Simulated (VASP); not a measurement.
Nb:

```xyz
1
Lattice="1.6650 1.6650 1.6650 -1.6650 1.6650 1.6650 -1.6650 -1.6650 1.6650" Properties=species:S:1:pos:R:3 pbc="T T T"
Nb    0.0000    0.0000    0.0000
```

- Program: VASP 6.6.1
- Task: relaxation of cell and atoms
- Functional: PBEsol
- Potentials or basis: VASP PAW PBE potentials, release 64 (Nb_sv)
- Cutoff: 600 eV
- k mesh: 7 × 7 × 7
- Occupations: gaussian, width 0.05 eV
- Spin: no spin polarisation

At the start: pressure -8.1 GPa; volume 18.46 Å³/atom.

Problem. How do energy, volume and symmetry change on relaxing?

Solution. Over 3 steps the energy falls by 25.4 meV/atom and the volume is 17.53 Å³/atom (-5.0 %); space group Im-3m (No. 229, to 0.05 Å).

Step by step:
```csv
step,energy change (eV),largest force (eV/Å),pressure (GPa),volume (Å³)
1,0.0000,0.0000,-8.13,18.46
2,0.0430,0.0000,16.02,16.07
3,-0.0254,0.0000,-0.14,17.53
```

Final structure:
```xyz
1
Lattice="1.6365 1.6365 1.6365 -1.6365 1.6365 1.6365 -1.6365 -1.6365 1.6365" Properties=species:S:1:pos:R:3 pbc="T T T"
Nb    0.0000    0.0000    0.0000
```

Caveat: the k points lie up to 0.39 Å⁻¹ apart in the final cell; the PAW data sets were made with another functional, which shifts forces and pressure a little.
